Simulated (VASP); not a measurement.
Set up this calculation in VASP 6.6.1, as the native input.

```yaml
Task: single point
Functional: r2SCAN
Potentials_or_basis: VASP PAW PBE potentials, release 64 (Ga_d, As)
Cutoff: 520 eV
k_mesh: 8 × 8 × 8
Occupations: gaussian, width 0.05 eV
Spin: no spin polarisation
Dipole_correction: no
Further_INCAR_settings: ALGO = Normal; EDIFF = 1e-06; NBANDS = 16
```

Crystal: GaAs.

```
Ga As
1.0
     0.00000    2.83320    2.86154
     2.83320    0.00000    2.86154
     2.83320    2.83320    0.00000
Ga As
1 1
Direct
  0.00000 0.00000 0.00000
  0.75000 0.75000 0.75000
```

This cell differs from its parent crystal: strain +0.0100 x Voigt [0, 0, 1, 0, 0, 0].

These files were run (other wordings do the same):

POSCAR

```
GaAs
1.0
    0.0000000000      2.8332036537      2.8615356902
    2.8332036537      0.0000000000      2.8615356902
    2.8332036537      2.8332036537      0.0000000000
Ga As
1 1
Direct
    0.0000000000      0.0000000000      0.0000000000
    0.7500000000      0.7500000000      0.7500000000
```

INCAR.step1

```
ALGO = Normal ; EDIFF = 1E-4
ENCUT = 520 ; GGA = PE
ISMEAR = 0 ; LASPH = T
LCHARG = F ; LREAL = F
LWAVE = T ; NBANDS = 16
NELM = 60 ; PREC = Accurate
SIGMA = 0.05
```

INCAR.step2

```
ALGO = Normal ; EDIFF = 1E-6
ENCUT = 520 ; ISIF = 2
ISMEAR = 0 ; ISTART = 1
LASPH = T ; LCHARG = F
LMIXTAU = T ; LREAL = F
LWAVE = F ; METAGGA = R2SCAN
NBANDS = 16 ; NELM = 60
PREC = Accurate ; SIGMA = 0.05
```

KPOINTS

```
k-points
0
Gamma
  8 8 8
```

Potentials or basis: VASP PAW PBE potentials, release 64 (Ga_d, As).

Command:

```console
$ cat potpaw_PBE.64/Ga_d/POTCAR potpaw_PBE.64/As/POTCAR > POTCAR
$ cp INCAR.step1 INCAR
$ mpirun -np 1 vasp_std > vasp.out
$ cp INCAR.step2 INCAR
$ mpirun -np 1 vasp_std > vasp.out
```

It gave:

```json
{
 "Pressure": "-0.6 GPa",
 "Band gap on the k mesh": "0.84 eV"
}
```

Caveat: the cell differs from its parent crystal (strain +0.0100 x Voigt [0, 0, 1, 0, 0, 0]); the PAW data sets were made with another functional, which shifts forces and pressure a little.

It took 2.4 min on 1 thread of Intel Xeon 8259CL (shared host), peak memory 0.2 GiB.
